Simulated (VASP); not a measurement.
## SmF: relaxation of cell and atoms with PBE

SmF:

```
CELL_PARAMETERS angstrom
0.00000 2.69631 2.69631
2.69631 0.00000 2.69631
2.69631 2.69631 0.00000
ATOMIC_POSITIONS crystal
Sm 0.00000 0.00000 0.00000
F 0.50000 0.50000 0.50000
```

The cell was generated, and may not be a known phase.

```yaml
Program: VASP 6.6.1
Task: relaxation of cell and atoms
Functional: PBE
Potentials_or_basis: VASP PAW PBE potentials, release 64 (Sm_3, F), 4f in core
Cutoff: 600 eV
k_mesh: 18 × 18 × 18
Occupations: gaussian, width 0.1 eV
Spin: no spin polarisation
Dipole_correction: no
Further_INCAR_settings: ALGO = Normal; EDIFF = 1e-07; IBRION = 2; EDIFFG = -0.01; NSW = 100; ISIF = 3
```

```yaml
Relaxed_volume: 17.82 Å³/atom
Relaxed_cell: a = 3.694 Å, b = 3.694 Å, c = 3.694 Å, α = 60.00°, β = 60.00°, γ = 60.00°
Space_group_after_relaxing_to_0.1_Å: Fm-3m (No. 225)
Energy_gained_by_relaxing: 28.5 meV/atom
Ionic_steps: 3
Pressure_after_relaxing: 0.0 GPa
Band_gap_on_the_k_mesh: zero (bands 9 and 10 overlap by 1.08 eV)
```

Step by step:
```
step  energy change (eV)  largest force (eV/Å)  pressure (GPa)  volume (Å³)
   1              0.0000                0.0000           -4.68        39.20
   2             -0.0561                0.0000           -0.69        36.04
   3             -0.0570                0.0000            0.00        35.64
```

Final structure:
```
Sm F
1.0
     0.00000    2.61191    2.61191
     2.61191    0.00000    2.61191
     2.61191    2.61191    0.00000
Sm F
1 1
Direct
  0.00000 0.00000 0.00000
  0.50000 0.50000 0.50000
```

Levels at points of the mesh, in eV from the Fermi level:
| k point | band 6 | band 7 | band 8 | band 9 | band 10 | band 11 | band 12 | band 13 |
| --- | --- | --- | --- | --- | --- | --- | --- | --- |
| (0.00, 0.00, 0.00) | -7.43 | -7.43 | -7.43 | -2.35 | 0.57 | 0.57 | 0.57 | 2.57 |
| (0.50, 0.00, 0.00) | -8.62 | -8.11 | -8.11 | -0.29 | 2.44 | 2.44 | 3.17 | 5.33 |
| (0.50, 0.50, 0.00) | -7.54 | -7.44 | -7.44 | -2.14 | 0.93 | 4.26 | 4.26 | 5.05 |

It took 3.5 min on 1 thread of Intel(R) Xeon(R) Platinum 8259CL CPU @ 2.50GHz (Skylake/Cascade Lake) (shared host), peak memory 0.29 GiB.

Caveat: spin-orbit coupling is left out, which moves the levels of the heavy elements; the 4f electrons are frozen in the core, so they carry no moment and show no levels; the run has no spin polarisation, though such a crystal can be magnetic. Spin polarisation is off, so any magnetic state and its effect on volume and gap are missing.
